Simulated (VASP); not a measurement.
# K (Fm-3m) in VASP: further runs

Runs on K. Level: LDA. Tasks: single point.

Program: VASP 6.6.1. These are calculated values, not measurements. Logs are shortened: lines on timing, memory, paths and dates and some standing lists are left out, and cuts for length are marked.

### 1 The cell of the first run

Symmetry: Fm-3m, No. 225, cubic system. The conventional cell has a = 6.373 Å, b = 6.373 Å, c = 6.373 Å, α = 90.00°, β = 90.00°, γ = 90.00°.

This isn't the form of K at room conditions, which is bcc.

### 2 Single point, LDA

Input file INCAR:

```
PREC = Accurate ; ENCUT = 520
EDIFF = 1E-6 ; ISMEAR = -1
SIGMA = 0.1 ; LREAL = False
LASPH = True ; NELM = 60
ALGO = Normal ; ISIF = 2
LWAVE = False ; LCHARG = False
NBANDS = 10
```

Input file KPOINTS:

```
Automatic mesh
0
Gamma
  8 8 8
```

Input file POSCAR:

```
K
1.0
    0.0000000000      3.1863885308      3.1863885308
    3.1863885308      0.0000000000      3.1863885308
    3.1863885308      3.1863885308      0.0000000000
K
1
Direct
    0.0000000000      0.0000000000      0.0000000000
```

Potentials or basis: VASP PAW LDA potentials, release 64 (K_sv).

The run is started by

```console
$ cat potpaw_LDA.64/K_sv/POTCAR > POTCAR
$ mpirun -np 1 vasp_std > vasp.out
```

OUTCAR:

```text
PREC = Accurate
   ENCUT = 520
   EDIFF = 1E-6
   ISMEAR = -1
   LREAL = False
   LASPH = True
   NELM = 60
   ISIF = 2

 ion  position               nearest neighbor table
   1  0.000  0.000  0.000-

  LATTYP: Found a face centered cubic cell.
 ALAT       =     6.3727770616

  Lattice vectors:

 A1 = (   0.0000000000,   3.1863885308,   3.1863885308)
 A2 = (   3.1863885308,   0.0000000000,   3.1863885308)
 A3 = (   3.1863885308,   3.1863885308,   0.0000000000)

Analysis of symmetry for initial positions (statically):
=====================================================================
 Subroutine PRICEL returns:
 Original cell was already a primitive cell.

 Routine SETGRP: Setting up the symmetry group for a
 face centered cubic supercell.

 Subroutine GETGRP returns: Found 48 space group operations
 (whereof 48 operations were pure point group operations)
 out of a pool of 48 trial point group operations.

The static configuration has the point symmetry O_h .

Analysis of symmetry for dynamics (positions and initial velocities):
=====================================================================
 Subroutine PRICEL returns:
 Original cell was already a primitive cell.

 Routine SETGRP: Setting up the symmetry group for a
 face centered cubic supercell.

 Subroutine GETGRP returns: Found 48 space group operations
 (whereof 48 operations were pure point group operations)
 out of a pool of 48 trial point group operations.

The dynamic configuration has the point symmetry O_h .

 Subroutine INISYM returns: Found 48 space group operations
 (whereof 48 operations are pure point group operations),
 and found     1 'primitive' translations

----------------------------------------------------------------------------------------

                                     Primitive cell

  volume of cell :      64.7033

  direct lattice vectors                    reciprocal lattice vectors
     0.000000000  3.186388531  3.186388531    -0.156917462  0.156917462  0.156917462
     3.186388531  0.000000000  3.186388531     0.156917462 -0.156917462  0.156917462
     3.186388531  3.186388531  0.000000000     0.156917462  0.156917462 -0.156917462

  length of vectors
     4.506233875  4.506233875  4.506233875     0.271789016  0.271789016  0.271789016

  position of ions in fractional coordinates (direct lattice)
     0.000000000  0.000000000  0.000000000

  ion indices of the primitive-cell ions
   primitive index   ion index
                 1           1

----------------------------------------------------------------------------------------

 KPOINTS: Automatic mesh

Automatic generation of k-mesh.
 Grid dimensions read from file:
 generate k-points for:    8    8    8

 Generating k-lattice:

  Cartesian coordinates                     Fractional coordinates (reciprocal lattice)
    -0.019614683  0.019614683  0.019614683     0.125000000  0.000000000  0.000000000
     0.019614683 -0.019614683  0.019614683     0.000000000  0.125000000  0.000000000
     0.019614683  0.019614683 -0.019614683     0.000000000  0.000000000  0.125000000

  Length of vectors
     0.033973627  0.033973627  0.033973627

  Shift w.r.t. Gamma in fractional coordinates (k-lattice)
     0.000000000  0.000000000  0.000000000

 Subroutine IBZKPT returns following result:
 ===========================================

 Found     29 irreducible k-points:

 Following reciprocal coordinates:
            Coordinates               Weight
  0.000000  0.000000  0.000000      1.000000
  0.125000  0.000000  0.000000      8.000000
  0.250000  0.000000  0.000000      8.000000
  0.375000  0.000000  0.000000      8.000000
  0.500000  0.000000  0.000000      4.000000
  0.125000  0.125000  0.000000      6.000000
[... 16 lines left out ...]
  0.500000  0.250000  0.125000     48.000000
 -0.375000  0.250000  0.125000     24.000000
 [... further k-points ...]
   k-points           NKPTS =     29   k-points in BZ     NKDIM =     29   number of bands    NBANDS=     10
   number of dos      NEDOS =    301   number of ions     NIONS =      1
   total plane-waves  NPLWV =  46656
   dimension x,y,z NGX =    36 NGY =   36 NGZ =   36
   dimension x,y,z NGXF=    72 NGYF=   72 NGZF=   72
   ions per type =               1
   NGX,Y,Z   is equivalent  to a cutoff of  13.28, 13.28, 13.28 a.u.
   NGXF,Y,Z  is equivalent  to a cutoff of  26.56, 26.56, 26.56 a.u.
 SYSTEM =  unknown system
   PREC   = accura    normal or accurate (medium, high low for compatibility)
   ISTART =      0    job   : 0-new  1-cont  2-samecut
   ICHARG =      2    charge: 1-file 2-atom 10-const
   ISPIN  =      1    spin polarized calculation?
   LNONCOLLINEAR =      F non collinear calculations
   LSORBIT =      F    spin-orbit coupling
   LASPH  =      T    aspherical Exc in radial PAW
   ENCUT  =  520.0 eV  38.22 Ry    6.18 a.u.   8.38  8.38  8.38*2*pi/ulx,y,z
   NELM   =     60;   NELMIN=  2; NELMDL= -5     # of ELM steps
   EDIFF  = 0.1E-05   stopping-criterion for ELM
   LREAL  =      F    real-space projection
[... 7 lines left out ...]
   TEBEG  =    0.0;   TEEND  =   0.0 temperature during run
   PSTRESS=    0.0 pullay stress
   NELECT =       9.0000    total number of electrons
   NUPDOWN=      -1.0000    fix difference up-down
   EMIN   =  10.00;   EMAX   =-10.00  energy-range for DOS
   EFERMI =   0.00;   METHOD = LEGACY
   ISMEAR =    -1;   SIGMA  =   0.10  broadening in eV -4-tet -1-fermi 0-gaus
   EFERMI_NEDOS =   21; number of points for ismear=-14 and -15
   IALGO  =     38    algorithm
   IMIX   =      4    mixing-type and parameters
     AMIX     =   0.40;   BMIX     =  1.00
     AMIX_MAG =   1.60;   BMIX_MAG =  1.00
  volume/ion in A,a.u.               =      64.70       436.64
  Fermi-wavevector in a.u.,A,eV,Ry     =   0.848230  1.602922  9.789311  0.719494
  Thomas-Fermi vector in A             =   1.963861
   LORBIT       =      0    0 simple, 1 ext, 2 COOP (PROOUT), +10 PAW based schemes
   GGA     = CA    functional components
   LHFCALC =     F    Hartree Fock is set to
   AEXX    =    0.0000 exact exchange contribution
   IVDW    =     0    specifies the selected vdW correction
   LEPSILON=     F    determine dielectric tensor
   LRPA    =     F    only Hartree local field effects (RPA)
 non-spin polarized calculation
  energy-cutoff  :      520.00
  volume of cell :       64.70
 maximum number of plane-waves:      1807
 NGX is ok and might be reduce to    36
   NGX = 17   NGY = 17   NGZ = 17

 number of electron       9.0000000 magnetization

 Free energy of the ion-electron system (eV)
  ---------------------------------------------------
  ext. energy  EPLUGINS =         0.00000000
  ---------------------------------------------------
  free energy    TOTEN  =        -1.17567911 eV

  energy without entropy =       -1.14953831  energy(sigma->0) =       -1.16260871

 E-fermi :  -0.0466     XC(G=0):  -6.2086

 val. band max:       -0.1790202009   @ k =  -0.3750   0.1250   0.0000
 cond. band min:       0.0394823346   @ k =   0.5000   0.3750   0.1250
 fundamental gap:      0.2185025355
 Fermi energy:        -0.0466207081

 k-point     1 :       0.0000    0.0000    0.0000
  band No.  band energies     occupation
      1     -31.7605      2.00000
      2     -15.4298      2.00000
      3     -15.4298      2.00000
      4     -15.4298      2.00000
      5      -2.3742      2.00000
      6       4.1833      0.00000
      7       4.1833      0.00000
      8       4.1833      0.00000
      9       5.5073      0.00000
     10       5.5073      0.00000

 k-point     2 :       0.1250    0.0000    0.0000
  band No.  band energies     occupation
      1     -31.7594      2.00000
      2     -15.4460      2.00000
      3     -15.4319      2.00000
      4     -15.4319      2.00000
      5      -2.1696      2.00000
      6       3.7217      0.00000
      7       4.2587      0.00000
      8       4.2587      0.00000
      9       5.3648      0.00000
     10       5.3648      0.00000

 k-point     3 :       0.2500    0.0000    0.0000
  band No.  band energies     occupation
      1     -31.7568      2.00000
      2     -15.4850      2.00000
      3     -15.4371      2.00000
      4     -15.4371      2.00000
      5      -1.5810      2.00000
      6       2.7603      0.00000
      7       4.2630      0.00000
      8       4.2630      0.00000
      9       5.3960      0.00000
     10       5.3960      0.00000

 k-point     4 :       0.3750    0.0000    0.0000
  band No.  band energies     occupation
      1     -31.7542      2.00000
      2     -15.5233      2.00000
      3     -15.4424      2.00000
      4     -15.4424      2.00000
      5      -0.6829      1.99656
      6       1.6403      0.00000
      7       4.0687      0.00000
      8       4.0687      0.00000
      9       5.9361      0.00000
     10       5.9370      0.00000
[... 222 lines left out ...]
 k-point    22 :       0.3750    0.2500    0.1250
  band No.  band energies     occupation
      1     -31.7549      2.00000
      2     -15.4944      2.00000
      3     -15.4570      2.00000
      4     -15.4439      2.00000
      5      -1.0813      1.99994
      6       2.6625      0.00000
      7       3.3726      0.00000
      8       4.4987      0.00000
      9       4.8017      0.00000
     10       6.0578      0.00000

 k-point    23 :       0.5000    0.2500    0.1250
  band No.  band energies     occupation
      1     -31.7528      2.00000
      2     -15.5150      2.00000
      3     -15.4690      2.00000
      4     -15.4501      2.00000
      5      -0.2190      1.69713
      6       1.8904      0.00000
      7       2.9465      0.00000
      8       4.2578      0.00000
      9       5.3418      0.00000
     10       6.2497      0.00000

 k-point    24 :      -0.3750    0.2500    0.1250
  band No.  band energies     occupation
      1     -31.7519      2.00000
      2     -15.5238      2.00000
      3     -15.4728      2.00000
      4     -15.4535      2.00000
      5       0.8009      0.00042
      6       0.8550      0.00024
      7       2.8936      0.00000
      8       4.1245      0.00000
      9       5.4636      0.00000
     10       6.2911      0.00000

 [... further k-points ...]
[... 5 lines left out ...]
  --------------------------------------------------------------------------------------
  -------------------------------------------------------------------------------------
  Total       -0.0109487     -0.0109487     -0.0109487     -0.0000000     -0.0000000      0.0000000
  in kB       -0.2711097     -0.2711097     -0.2711097     -0.0000000     -0.0000000      0.0000000
  external PRESSURE =      -0.2711097 kB  Pullay stress =       0.0000000 kB

 VOLUME and BASIS-vectors are now :
 -----------------------------------------------------------------------------
  energy-cutoff  :      520.00
  volume of cell :       64.70
      direct lattice vectors                 reciprocal lattice vectors
     0.000000000  3.186388531  3.186388531    -0.156917462  0.156917462  0.156917462
     3.186388531  0.000000000  3.186388531     0.156917462 -0.156917462  0.156917462
     3.186388531  3.186388531  0.000000000     0.156917462  0.156917462 -0.156917462

 POSITION                                       TOTAL-FORCE (eV/Angst)
 -----------------------------------------------------------------------------------
      0.00000      0.00000      0.00000         0.000000      0.000000     -0.000000
 -----------------------------------------------------------------------------------
    total drift:                               -0.000000      0.000000      0.000000

  FREE ENERGIE OF THE ION-ELECTRON SYSTEM (eV)
  ---------------------------------------------------
  free  energy   TOTEN  =        -1.1756791071 eV

  energy  without entropy=       -1.1495383065  energy(sigma->0) =       -1.16260871
```

Wall time 23 s (1 thread of Intel Xeon 8259CL, shared host); peak memory 0.17 GiB.

What came out:

```yaml
Free_energy: -1.1757 eV
Pressure: 0.0 GPa
Band_gap_on_the_k_mesh: zero (an odd number of electrons rules out a gap without spin polarisation)
```

[end of part 1 of 2]

The gap in the log of VASP goes by the Fermi energy; the results here count the filled bands.